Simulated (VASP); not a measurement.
# ZnSe2 (R-3m) in VASP: relaxation of cell and atoms with r2SCAN

Aim: the relaxation of cell and atoms of ZnSe2 with r2SCAN.

Program: VASP 6.6.1. These are calculated values, not measurements. Logs are shortened: lines on timing, memory, paths and dates and some standing lists are left out, and cuts for length are marked.

**1. The cell of the first run**

The structure is trigonal, space group R-3m (No. 166). Conventional cell: a = 3.702 Å, b = 3.702 Å, c = 15.458 Å, α = 90.00°, β = 90.00°, γ = 120.00°. Within 3.4 Å of Zn (site symmetry -3m) lie 6 Se at 2.57 Å. Se (site symmetry 3m) has 3 Zn at 2.57 Å and 3 Se at 3.13 Å within 3.4 Å.

**2. Relaxation of cell and atoms, r2SCAN**

Input file POSCAR:

```
ZnSe2
1.0
    1.8512452354      1.0688169350      5.1527373194
   -1.8512452354      1.0688169350      5.1527373194
    0.0000000000     -2.1376338700      5.1527373194
Zn Se
1 2
Direct
    0.0000000000      0.0000000000      0.0000000000
    0.7592420548      0.7592420548      0.7592420548
    0.2407579452      0.2407579452      0.2407579452
```

Input file INCAR.step1:

```
SYSTEM = ZnSe2
PREC     = Accurate       ! precision mode
ENCUT    = 600            ! plane-wave cutoff, eV
ISMEAR   = 0              ! smearing method
SIGMA    = 0.1            ! smearing width, eV
LREAL    = .False.        ! projectors in reciprocal space
LASPH    = .True.         ! aspherical terms in the spheres
NELM     = 80             ! most SCF steps
GGA      = PE             ! functional
ALGO     = Normal         ! electronic algorithm
EDIFF    = 1E-4           ! SCF threshold, eV
LWAVE    = .True.         ! write WAVECAR
LCHARG   = .False.        ! write CHGCAR
KPAR     = 4
```

Input file INCAR.step2:

```
SYSTEM = ZnSe2
PREC     = Accurate       ! precision mode
ENCUT    = 600            ! plane-wave cutoff, eV
EDIFF    = 1E-6           ! SCF threshold, eV
ISMEAR   = 0              ! smearing method
SIGMA    = 0.1            ! smearing width, eV
LREAL    = .False.        ! projectors in reciprocal space
LASPH    = .True.         ! aspherical terms in the spheres
NELM     = 80             ! most SCF steps
ALGO     = Normal         ! electronic algorithm
ISIF     = 3              ! what is computed and relaxed
LWAVE    = .False.        ! write WAVECAR
LCHARG   = .False.        ! write CHGCAR
METAGGA  = R2SCAN         ! meta-GGA
LMIXTAU  = .True.       
IBRION   = 2              ! ionic algorithm
NSW      = 100            ! ionic steps
EDIFFG   = -0.01          ! ionic threshold
ISTART   = 1            
KPAR     = 4
```

Input file KPOINTS:

```
Automatic mesh
0
Gamma
  12 12 12
  0 0 0
```

Potentials or basis: VASP PAW PBE potentials, release 64 (Zn, Se).

Launch:

```
$ cat potpaw_PBE.64/Zn/POTCAR potpaw_PBE.64/Se/POTCAR > POTCAR
$ cp INCAR.step1 INCAR
$ mpirun -np 4 vasp_std > vasp.out
$ cp INCAR.step2 INCAR
$ mpirun -np 4 vasp_std > vasp.out
```

OUTCAR:

```text
SYSTEM = ZnSe2
   PREC = Accurate
   ENCUT = 600
   EDIFF = 1E-6
   ISMEAR = 0
   LREAL = .False.
   LASPH = .True.
   NELM = 80
   ISIF = 3
   METAGGA = R2SCAN
   IBRION = 2
   NSW = 100
   EDIFFG = -0.01
   ISTART = 1

 ion  position               nearest neighbor table
   1  0.000  0.000  0.000-   2 2.57   2 2.57   3 2.57   3 2.57   2 2.57   3 2.57
   2  0.759  0.759  0.759-   1 2.57   1 2.57   1 2.57
   3  0.241  0.241  0.241-   1 2.57   1 2.57   1 2.57

  LATTYP: Found a trigonal (rhomboedric) cell.
 ALAT       =     5.5785464455
 COS(alpha) =     0.7797500610

  Lattice vectors:

 A1 = (   1.8512452354,   1.0688169350,   5.1527373194)
 A2 = (  -1.8512452354,   1.0688169350,   5.1527373194)
 A3 = (   0.0000000000,  -2.1376338700,   5.1527373194)

Analysis of symmetry for initial positions (statically):
=====================================================================
 Subroutine PRICEL returns:
 Original cell was already a primitive cell.

 Routine SETGRP: Setting up the symmetry group for a
 trigonal (rhombohedral) supercell.

 Subroutine GETGRP returns: Found 12 space group operations
 (whereof 12 operations were pure point group operations)
 out of a pool of 12 trial point group operations.

The static configuration has the point symmetry D_3d.

Analysis of symmetry for dynamics (positions and initial velocities):
=====================================================================
 Subroutine PRICEL returns:
 Original cell was already a primitive cell.

 Routine SETGRP: Setting up the symmetry group for a
 trigonal (rhombohedral) supercell.

 Subroutine GETGRP returns: Found 12 space group operations
 (whereof 12 operations were pure point group operations)
 out of a pool of 12 trial point group operations.

The dynamic configuration has the point symmetry D_3d.

 Subroutine INISYM returns: Found 12 space group operations
 (whereof 12 operations are pure point group operations),
 and found     1 'primitive' translations

----------------------------------------------------------------------------------------

                                     Primitive cell

  volume of cell :      61.1725

  direct lattice vectors                    reciprocal lattice vectors
     1.851245235  1.068816935  5.152737319     0.270088474  0.155935653  0.064690535
    -1.851245235  1.068816935  5.152737319    -0.270088474  0.155935653  0.064690535
     0.000000000 -2.137633870  5.152737319     0.000000000 -0.311871306  0.064690535

  length of vectors
     5.578546446  5.578546446  5.578546446     0.318509932  0.318509932  0.318509932

  position of ions in fractional coordinates (direct lattice)
     0.000000000  0.000000000  0.000000000
     0.759242055  0.759242055  0.759242055
     0.240757945  0.240757945  0.240757945

  ion indices of the primitive-cell ions
   primitive index   ion index
                 1           1
                 2           2
                 3           3

----------------------------------------------------------------------------------------

 KPOINTS: Automatic mesh

Automatic generation of k-mesh.
 Grid dimensions read from file:
 generate k-points for:   12   12   12

 Generating k-lattice:

  Cartesian coordinates                     Fractional coordinates (reciprocal lattice)
     0.022507373  0.012994638  0.005390878     0.083333333  0.000000000 -0.000000000
    -0.022507373  0.012994638  0.005390878     0.000000000  0.083333333 -0.000000000
     0.000000000 -0.025989275  0.005390878    -0.000000000 -0.000000000  0.083333333

  Length of vectors
     0.026542494  0.026542494  0.026542494

  Shift w.r.t. Gamma in fractional coordinates (k-lattice)
     0.000000000  0.000000000  0.000000000

 Subroutine IBZKPT returns following result:
 ===========================================

 Found    189 irreducible k-points:

 Following reciprocal coordinates:
            Coordinates               Weight
  0.000000  0.000000  0.000000      1.000000
  0.083333  0.000000  0.000000      6.000000
  0.166667 -0.000000  0.000000      6.000000
  0.250000 -0.000000 -0.000000      6.000000
  0.333333  0.000000  0.000000      6.000000
  0.416667 -0.000000 -0.000000      6.000000
[... 16 lines left out ...]
  0.500000  0.166667  0.000000     12.000000
 -0.416667  0.166667  0.000000     12.000000
 [... further k-points ...]
   k-points           NKPTS =    189   k-points in BZ     NKDIM =    189   number of bands    NBANDS=     16
   number of dos      NEDOS =    301   number of ions     NIONS =      3
   total plane-waves  NPLWV = 110592
   dimension x,y,z NGX =    48 NGY =   48 NGZ =   48
   dimension x,y,z NGXF=    96 NGYF=   96 NGZF=   96
   ions per type =               1   2
   NGX,Y,Z   is equivalent  to a cutoff of  14.30, 14.30, 14.30 a.u.
   NGXF,Y,Z  is equivalent  to a cutoff of  28.61, 28.61, 28.61 a.u.
 SYSTEM =  ZnSe2
   PREC   = accura    normal or accurate (medium, high low for compatibility)
   ISTART =      1    job   : 0-new  1-cont  2-samecut
   ICHARG =      0    charge: 1-file 2-atom 10-const
   ISPIN  =      1    spin polarized calculation?
   LNONCOLLINEAR =      F non collinear calculations
   LSORBIT =      F    spin-orbit coupling
   LASPH  =      T    aspherical Exc in radial PAW
   ENCUT  =  600.0 eV  44.10 Ry    6.64 a.u.  11.14 11.14 11.14*2*pi/ulx,y,z
   NELM   =     80;   NELMIN=  2; NELMDL=  0     # of ELM steps
   EDIFF  = 0.1E-05   stopping-criterion for ELM
   LREAL  =      F    real-space projection
   EDIFFG = -.1E-01   stopping-criterion for IOM
   NSW    =    100    number of steps for IOM
   IBRION =      2    ionic relax: 0-MD 1-quasi-New 2-CG
   NFREE  =      1    steps in history (QN), initial steepest desc. (CG)
   ISIF   =      3    stress and relaxation
   ISYM   =      2    0-nonsym 1-usesym 2-fastsym
   POTIM  = 0.5000    time-step for ionic-motion
   TEBEG  =    0.0;   TEEND  =   0.0 temperature during run
   PSTRESS=    0.0 pullay stress
   NELECT =      24.0000    total number of electrons
   NUPDOWN=      -1.0000    fix difference up-down
   EMIN   =  10.00;   EMAX   =-10.00  energy-range for DOS
   EFERMI =   0.00;   METHOD = LEGACY
   ISMEAR =     0;   SIGMA  =   0.10  broadening in eV -4-tet -1-fermi 0-gaus
   EFERMI_NEDOS =   21; number of points for ismear=-14 and -15
   IALGO  =     38    algorithm
   IMIX   =      4    mixing-type and parameters
     AMIX     =   0.40;   BMIX     =  1.00
     AMIX_MAG =   1.60;   BMIX_MAG =  1.00
  volume/ion in A,a.u.               =      20.39       137.60
  Fermi-wavevector in a.u.,A,eV,Ry     =   1.198468  2.264776 19.542392  1.436325
  Thomas-Fermi vector in A             =   2.334356
   LORBIT       =      0    0 simple, 1 ext, 2 COOP (PROOUT), +10 PAW based schemes
   METAGGA = R2SCAN    functional components
   LHFCALC =     F    Hartree Fock is set to
   AEXX    =    0.0000 exact exchange contribution
   IVDW    =     0    specifies the selected vdW correction
   LEPSILON=     F    determine dielectric tensor
   LRPA    =     F    only Hartree local field effects (RPA)
 conjugate gradient relaxation of ions
 non-spin polarized calculation
 Gauss-broadening in eV      SIGMA  =   0.10
  energy-cutoff  :      600.00
  volume of cell :       61.17
 maximum number of plane-waves:      2073
 NGX is ok and might be reduce to    48
   NGX = 23   NGY = 23   NGZ = 23

--------------------------------------- Ionic step        1  -------------------------------------------

 number of electron      23.9999997 magnetization

 Free energy of the ion-electron system (eV)
  ---------------------------------------------------
  ext. energy  EPLUGINS =         0.00000000
  ---------------------------------------------------
  free energy    TOTEN  =       -37.73817557 eV

  energy without entropy =      -37.72924984  energy(sigma->0) =      -37.73371271

------------------------ aborting loop because EDIFF is reached ----------------------------------------

  FORCE on cell =-STRESS in cart. coord.  units (eV):
  Direction    XX          YY          ZZ          XY          YZ          ZX
  --------------------------------------------------------------------------------------
  -------------------------------------------------------------------------------------
  Total        0.1000295      0.1000295      0.0824238     -0.0000000      0.0000000      0.0000000
  in kB        2.6198841      2.6198841      2.1587703     -0.0000000      0.0000000      0.0000000
  external PRESSURE =       2.4661795 kB  Pullay stress =       0.0000000 kB
[... 96 lines left out ...]
  energy  without entropy=      -37.7293172441  energy(sigma->0) =      -37.73379280

--------------------------------------- Ionic step        4  -------------------------------------------

 number of electron      23.9999997 magnetization

 Free energy of the ion-electron system (eV)
  ---------------------------------------------------
  ext. energy  EPLUGINS =         0.00000000
  ---------------------------------------------------
  free energy    TOTEN  =       -37.73826591 eV

  energy without entropy =      -37.72930226  energy(sigma->0) =      -37.73378408

 E-fermi :   3.0836     XC(G=0): -10.7669

 val. band max:        3.0804221609   @ k =  -0.2500   0.4167   0.0833
 cond. band min:       3.0907418535   @ k =   0.4167   0.2500   0.2500
 fundamental gap:      0.0103196927
 Fermi energy:         3.0836427754

 k-point     1 :       0.0000    0.0000    0.0000
  band No.  band energies     occupation
      1     -11.8220      2.00000
      2      -9.1931      2.00000
      3      -4.2066      2.00000
      4      -4.1217      2.00000
      5      -4.1217      2.00000
      6      -3.8004      2.00000
[... 8 lines left out ...]
     15       8.0393      0.00000
     16       9.7917      0.00000
[... 420 lines left out ...]
  band No.  band energies     occupation
      1      -9.9456      2.00000
      2      -9.6707      2.00000
      3      -4.0552      2.00000
      4      -3.9791      2.00000
      5      -3.9456      2.00000
      6      -3.7505      2.00000
[... 8 lines left out ...]
     15      10.0384      0.00000
     16      11.2333      0.00000

 [... further k-points ...]

------------------------ aborting loop because EDIFF is reached ----------------------------------------

  FORCE on cell =-STRESS in cart. coord.  units (eV):
  Direction    XX          YY          ZZ          XY          YZ          ZX
  --------------------------------------------------------------------------------------
  -------------------------------------------------------------------------------------
  Total        0.0163172      0.0163172     -0.0045448      0.0000000     -0.0000000      0.0000000
  in kB        0.4260379      0.4260379     -0.1186646      0.0000000     -0.0000000      0.0000000
  external PRESSURE =       0.2444704 kB  Pullay stress =       0.0000000 kB
[... 18 lines left out ...]
  FREE ENERGIE OF THE ION-ELECTRON SYSTEM (eV)
  ---------------------------------------------------
  free  energy   TOTEN  =       -37.7382659084 eV

  energy  without entropy=      -37.7293022556  energy(sigma->0) =      -37.73378408

 reached required accuracy - stopping structural energy minimisation
```

Wall time 29 min (4 MPI ranks of AMD EPYC 9755, shared host); peak memory 0.51 GiB.

Results:

```yaml
Free_energy: -37.7383 eV
Relaxed_volume: 20.45 Å³/atom
Relaxed_cell: a = 5.584 Å, b = 5.584 Å, c = 5.584 Å, α = 38.77°, β = 38.77°, γ = 38.77°
Space_group_after_relaxing_to_0.1_Å: R-3m (No. 166)
Energy_gained_by_relaxing: 0.0 meV/atom
Ionic_steps: 4
Pressure_after_relaxing: 0.0 GPa
Band_gap_on_the_k_mesh: zero (bands 12 and 13 overlap by 1.78 eV)
```

Forces in eV/Å, atoms in the order of the input:
```
Zn   0.000  0.000  0.000
Se   0.000  0.000  0.002
Se   0.000  0.000 -0.002
```

Final structure:
```xyz
3
Lattice="1.8533 1.0700 5.1574 -1.8533 1.0700 5.1574 0.0000 -2.1400 5.1574" Properties=species:S:1:pos:R:3 pbc="T T T"
Zn    0.0000    0.0000    0.0000
Se    0.0000    0.0000   11.7479
Se    0.0000    0.0000    3.7244
```

Caveat: the PAW data sets were made with another functional, which shifts forces and pressure a little.
